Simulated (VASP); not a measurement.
# HCl (Fm-3m) in VASP: single point with PBEsol

Aim: the single point of HCl with PBEsol.

Program: VASP 6.6.1. These are calculated values, not measurements. Logs are shortened: lines on timing, memory, paths and dates and some standing lists are left out, and cuts for length are marked.

## Step 1: The cell of the first run

It takes space group Fm-3m (No. 225, cubic). Conventional cell: a = 5.475 Å, b = 5.475 Å, c = 5.475 Å, α = 90.00°, β = 90.00°, γ = 90.00°. Within 3.6 Å of H (site symmetry m-3m) lie 6 Cl at 2.74 Å. Cl (site symmetry m-3m) has 6 H at 2.74 Å within 3.6 Å.

## Step 2: Single point, PBEsol

File INCAR:

```
SYSTEM = HCl
PREC     = Accurate       ! precision mode
ENCUT    = 520            ! plane-wave cutoff, eV
EDIFF    = 1E-6           ! SCF threshold, eV
ISMEAR   = 0              ! smearing method
SIGMA    = 0.15           ! smearing width, eV
LREAL    = .FALSE.        ! projectors in reciprocal space
LASPH    = .TRUE.         ! aspherical terms in the spheres
NELM     = 60             ! most SCF steps
ALGO     = Normal         ! electronic algorithm
ISIF     = 2              ! what is computed and relaxed
LWAVE    = .FALSE.        ! write WAVECAR
LCHARG   = .FALSE.        ! write CHGCAR
GGA      = PS             ! functional
NBANDS   = 11             ! bands
```

File KPOINTS:

```
regular mesh
0
G
  16 16 16
  0 0 0
```

File POSCAR:

```
HCl
1.0
    0.0000000000      2.7375000000      2.7375000000
    2.7375000000      0.0000000000      2.7375000000
    2.7375000000      2.7375000000      0.0000000000
H Cl
1 1
Direct
    0.0000000000      0.0000000000      0.0000000000
    0.5000000000      0.5000000000      0.5000000000
```

Potentials or basis: VASP PAW PBE potentials, release 64 (H, Cl).

On the command line:

```console
$ cat potpaw_PBE.64/H/POTCAR potpaw_PBE.64/Cl/POTCAR > POTCAR
$ mpirun -np 1 vasp_std > vasp.out
```

OUTCAR:

```text
SYSTEM = HCl
   PREC = Accurate
   ENCUT = 520
   EDIFF = 1E-6
   ISMEAR = 0
   LREAL = .FALSE.
   LASPH = .TRUE.
   NELM = 60
   ISIF = 2
   GGA = PS

 ion  position               nearest neighbor table
   1  0.000  0.000  0.000-
   2  0.500  0.500  0.500-

  LATTYP: Found a face centered cubic cell.
 ALAT       =     5.4750000000

  Lattice vectors:

 A1 = (   0.0000000000,   2.7375000000,   2.7375000000)
 A2 = (   2.7375000000,   0.0000000000,   2.7375000000)
 A3 = (   2.7375000000,   2.7375000000,   0.0000000000)

Analysis of symmetry for initial positions (statically):
=====================================================================
 Subroutine PRICEL returns:
 Original cell was already a primitive cell.

 Routine SETGRP: Setting up the symmetry group for a
 face centered cubic supercell.

 Subroutine GETGRP returns: Found 48 space group operations
 (whereof 48 operations were pure point group operations)
 out of a pool of 48 trial point group operations.

The static configuration has the point symmetry O_h .

Analysis of symmetry for dynamics (positions and initial velocities):
=====================================================================
 Subroutine PRICEL returns:
 Original cell was already a primitive cell.

 Routine SETGRP: Setting up the symmetry group for a
 face centered cubic supercell.

 Subroutine GETGRP returns: Found 48 space group operations
 (whereof 48 operations were pure point group operations)
 out of a pool of 48 trial point group operations.

The dynamic configuration has the point symmetry O_h .

 Subroutine INISYM returns: Found 48 space group operations
 (whereof 48 operations are pure point group operations),
 and found     1 'primitive' translations

----------------------------------------------------------------------------------------

                                     Primitive cell

  volume of cell :      41.0291

  direct lattice vectors                    reciprocal lattice vectors
     0.000000000  2.737500000  2.737500000    -0.182648402  0.182648402  0.182648402
     2.737500000  0.000000000  2.737500000     0.182648402 -0.182648402  0.182648402
     2.737500000  2.737500000  0.000000000     0.182648402  0.182648402 -0.182648402

  length of vectors
     3.871409627  3.871409627  3.871409627     0.316356312  0.316356312  0.316356312

  position of ions in fractional coordinates (direct lattice)
     0.000000000  0.000000000  0.000000000
     0.500000000  0.500000000  0.500000000

  ion indices of the primitive-cell ions
   primitive index   ion index
                 1           1
                 2           2

----------------------------------------------------------------------------------------

 KPOINTS: regular mesh

Automatic generation of k-mesh.
 Grid dimensions read from file:
 generate k-points for:   16   16   16

 Generating k-lattice:

  Cartesian coordinates                     Fractional coordinates (reciprocal lattice)
    -0.011415525  0.011415525  0.011415525     0.062500000  0.000000000  0.000000000
     0.011415525 -0.011415525  0.011415525     0.000000000  0.062500000  0.000000000
     0.011415525  0.011415525 -0.011415525     0.000000000  0.000000000  0.062500000

  Length of vectors
     0.019772269  0.019772269  0.019772269

  Shift w.r.t. Gamma in fractional coordinates (k-lattice)
     0.000000000  0.000000000  0.000000000

 Subroutine IBZKPT returns following result:
 ===========================================

 Found    145 irreducible k-points:

 Following reciprocal coordinates:
            Coordinates               Weight
  0.000000  0.000000  0.000000      1.000000
  0.062500  0.000000  0.000000      8.000000
  0.125000  0.000000  0.000000      8.000000
  0.187500  0.000000  0.000000      8.000000
  0.250000  0.000000  0.000000      8.000000
  0.312500  0.000000  0.000000      8.000000
[... 16 lines left out ...]
 -0.125000  0.062500  0.000000     24.000000
 -0.062500  0.062500  0.000000     12.000000
 [... further k-points ...]
   k-points           NKPTS =    145   k-points in BZ     NKDIM =    145   number of bands    NBANDS=     11
   number of dos      NEDOS =    301   number of ions     NIONS =      2
   total plane-waves  NPLWV =  27000
   dimension x,y,z NGX =    30 NGY =   30 NGZ =   30
   dimension x,y,z NGXF=    60 NGYF=   60 NGZF=   60
   ions per type =               1   1
   NGX,Y,Z   is equivalent  to a cutoff of  12.88, 12.88, 12.88 a.u.
   NGXF,Y,Z  is equivalent  to a cutoff of  25.77, 25.77, 25.77 a.u.
 SYSTEM =  HCl
   PREC   = accura    normal or accurate (medium, high low for compatibility)
   ISTART =      0    job   : 0-new  1-cont  2-samecut
   ICHARG =      2    charge: 1-file 2-atom 10-const
   ISPIN  =      1    spin polarized calculation?
   LNONCOLLINEAR =      F non collinear calculations
   LSORBIT =      F    spin-orbit coupling
   LASPH  =      T    aspherical Exc in radial PAW
   ENCUT  =  520.0 eV  38.22 Ry    6.18 a.u.   7.20  7.20  7.20*2*pi/ulx,y,z
   NELM   =     60;   NELMIN=  2; NELMDL= -5     # of ELM steps
   EDIFF  = 0.1E-05   stopping-criterion for ELM
   LREAL  =      F    real-space projection
   EDIFFG = 0.1E-04   stopping-criterion for IOM
   NSW    =      0    number of steps for IOM
   IBRION =     -1    ionic relax: 0-MD 1-quasi-New 2-CG
   NFREE  =      0    steps in history (QN), initial steepest desc. (CG)
   ISIF   =      2    stress and relaxation
   ISYM   =      2    0-nonsym 1-usesym 2-fastsym
   POTIM  = 0.5000    time-step for ionic-motion
   TEBEG  =    0.0;   TEEND  =   0.0 temperature during run
   PSTRESS=    0.0 pullay stress
   NELECT =       8.0000    total number of electrons
   NUPDOWN=      -1.0000    fix difference up-down
   EMIN   =  10.00;   EMAX   =-10.00  energy-range for DOS
   EFERMI =   0.00;   METHOD = LEGACY
   ISMEAR =     0;   SIGMA  =   0.15  broadening in eV -4-tet -1-fermi 0-gaus
   EFERMI_NEDOS =   21; number of points for ismear=-14 and -15
   IALGO  =     38    algorithm
   IMIX   =      4    mixing-type and parameters
     AMIX     =   0.40;   BMIX     =  1.00
     AMIX_MAG =   1.60;   BMIX_MAG =  1.00
  volume/ion in A,a.u.               =      20.51       138.44
  Fermi-wavevector in a.u.,A,eV,Ry     =   0.949308  1.793933 12.261388  0.901187
  Thomas-Fermi vector in A             =   2.077579
   LORBIT       =      0    0 simple, 1 ext, 2 COOP (PROOUT), +10 PAW based schemes
   GGA     = PS    functional components
   LHFCALC =     F    Hartree Fock is set to
   AEXX    =    0.0000 exact exchange contribution
   IVDW    =     0    specifies the selected vdW correction
   LEPSILON=     F    determine dielectric tensor
   LRPA    =     F    only Hartree local field effects (RPA)
 non-spin polarized calculation
 Gauss-broadening in eV      SIGMA  =   0.15
  energy-cutoff  :      520.00
  volume of cell :       41.03
 maximum number of plane-waves:      1124
 NGX is ok and might be reduce to    30
   NGX = 15   NGY = 15   NGZ = 15

 number of electron       8.0000001 magnetization

 Free energy of the ion-electron system (eV)
  ---------------------------------------------------
  ext. energy  EPLUGINS =         0.00000000
  ---------------------------------------------------
  free energy    TOTEN  =        -3.01771624 eV

  energy without entropy =       -3.01478590  energy(sigma->0) =       -3.01625107

 E-fermi :  -2.1565     XC(G=0):  -7.8110

 val. band max:       -2.1894559831   @ k =   0.4375   0.4375   0.0000
 cond. band min:      -2.1286236941   @ k =   0.5000   0.4375   0.0000
 fundamental gap:      0.0608322891
 Fermi energy:        -2.1565341903

 k-point     1 :       0.0000    0.0000    0.0000
  band No.  band energies     occupation
      1     -15.3175      2.00000
      2      -2.4008      1.97873
      3      -2.3010      1.82686
      4      -2.3010      1.82686
      5      -2.3010      1.82686
      6       9.1599      0.00000
      7      10.3035      0.00000
      8      10.3035      0.00000
      9      10.3035      0.00000
     10      12.6737      0.00000
     11      12.6737      0.00000

 k-point     2 :       0.0625    0.0000    0.0000
  band No.  band energies     occupation
      1     -15.3041      2.00000
      2      -2.8755      2.00000
      3      -2.3083      1.84757
      4      -2.3083      1.84757
      5      -1.8443      0.00324
      6       9.0342      0.00000
      7      10.1141      0.00000
      8      10.3407      0.00000
      9      10.3407      0.00000
     10      12.2956      0.00000
     11      12.2956      0.00000

 k-point     3 :       0.1250    0.0000    0.0000
  band No.  band energies     occupation
      1     -15.2654      2.00000
      2      -3.3940      2.00000
      3      -2.3287      1.89553
      4      -2.3287      1.89553
      5      -1.3768      0.00000
      6       8.5586      0.00000
      7       9.9408      0.00000
      8      10.3757      0.00000
      9      10.3757      0.00000
     10      11.8208      0.00000
     11      11.8208      0.00000

 k-point     4 :       0.1875    0.0000    0.0000
  band No.  band energies     occupation
      1     -15.2064      2.00000
      2      -3.8894      2.00000
      3      -2.3588      1.94345
      4      -2.3588      1.94345
      5      -0.9586      0.00000
      6       7.8458      0.00000
      7      10.0307      0.00000
      8      10.1887      0.00000
      9      10.1887      0.00000
     10      11.7751      0.00000
     11      11.7751      0.00000
[... 239 lines left out ...]
 k-point    22 :      -0.1875    0.0625    0.0000
  band No.  band energies     occupation
      1     -15.1737      2.00000
      2      -4.0690      2.00000
      3      -2.4574      1.99544
      4      -2.3424      1.92022
      5      -0.7942      0.00000
      6       7.6189      0.00000
      7       9.4099      0.00000
      8      10.1107      0.00000
      9      10.7998      0.00000
     10      11.3598      0.00000
     11      12.4713      0.00000

 k-point    23 :      -0.1250    0.0625    0.0000
  band No.  band energies     occupation
      1     -15.2369      2.00000
      2      -3.6269      2.00000
      3      -2.4077      1.98213
      4      -2.3167      1.86888
      5      -1.1541      0.00000
      6       8.3060      0.00000
      7       9.5069      0.00000
      8      10.4937      0.00000
      9      10.6924      0.00000
     10      11.1354      0.00000
     11      12.3599      0.00000

 k-point    24 :      -0.0625    0.0625    0.0000
  band No.  band energies     occupation
      1     -15.2822      2.00000
      2      -3.1916      2.00000
      3      -2.3549      1.93852
      4      -2.3046      1.83719
      5      -1.5400      0.00000
      6       8.8190      0.00000
      7       9.8024      0.00000
      8      10.4384      0.00000
      9      10.4696      0.00000
     10      11.6022      0.00000
     11      12.4549      0.00000

 [... further k-points ...]

------------------------ aborting loop because EDIFF is reached ----------------------------------------

  FORCE on cell =-STRESS in cart. coord.  units (eV):
  Direction    XX          YY          ZZ          XY          YZ          ZX
  --------------------------------------------------------------------------------------
  -------------------------------------------------------------------------------------
  Total       -2.6562710     -2.6562710     -2.6562710     -0.0000000      0.0000000      0.0000000
  in kB     -103.7267040   -103.7267040   -103.7267040     -0.0000000      0.0000000      0.0000000
  external PRESSURE =    -103.7267040 kB  Pullay stress =       0.0000000 kB

 VOLUME and BASIS-vectors are now :
 -----------------------------------------------------------------------------
  energy-cutoff  :      520.00
  volume of cell :       41.03
      direct lattice vectors                 reciprocal lattice vectors
     0.000000000  2.737500000  2.737500000    -0.182648402  0.182648402  0.182648402
     2.737500000  0.000000000  2.737500000     0.182648402 -0.182648402  0.182648402
     2.737500000  2.737500000  0.000000000     0.182648402  0.182648402 -0.182648402

 POSITION                                       TOTAL-FORCE (eV/Angst)
 -----------------------------------------------------------------------------------
      0.00000      0.00000      0.00000        -0.000000     -0.000000     -0.000000
      2.73750      2.73750      2.73750         0.000000      0.000000      0.000000
 -----------------------------------------------------------------------------------
    total drift:                                0.000000     -0.000000      0.000000

  FREE ENERGIE OF THE ION-ELECTRON SYSTEM (eV)
  ---------------------------------------------------
  free  energy   TOTEN  =        -3.0177162364 eV

  energy  without entropy=       -3.0147859048  energy(sigma->0) =       -3.01625107
```

Run time: 54 s. Hardware: 1 thread of Intel Xeon Platinum 8259CL at 2.50GHz (Skylake/Cascade Lake), shared host; peak memory 0.2 GiB.

What came out:

| Quantity | Value |
| --- | --- |
| Free energy | -3.0177 eV |
| Pressure | -10.4 GPa |
| Band gap on the k mesh | zero (band 4 reaches -2.30 eV, above the bottom of band 5 at -2.37 eV) |

Levels at points of the mesh, in eV from the Fermi level:
```
           k point  band 2  band 3  band 4  band 5  band 6  band 7
(0.00, 0.00, 0.00)   -0.24   -0.14   -0.14   -0.14   11.32   12.46
(0.50, 0.00, 0.00)   -3.10   -0.32   -0.32    2.24    7.80   11.05
(0.50, 0.50, 0.00)   -1.89   -0.78   -0.78   -0.22    9.33   11.95
```

Caveat: the PAW data sets were made with another functional, which shifts forces and pressure a little.
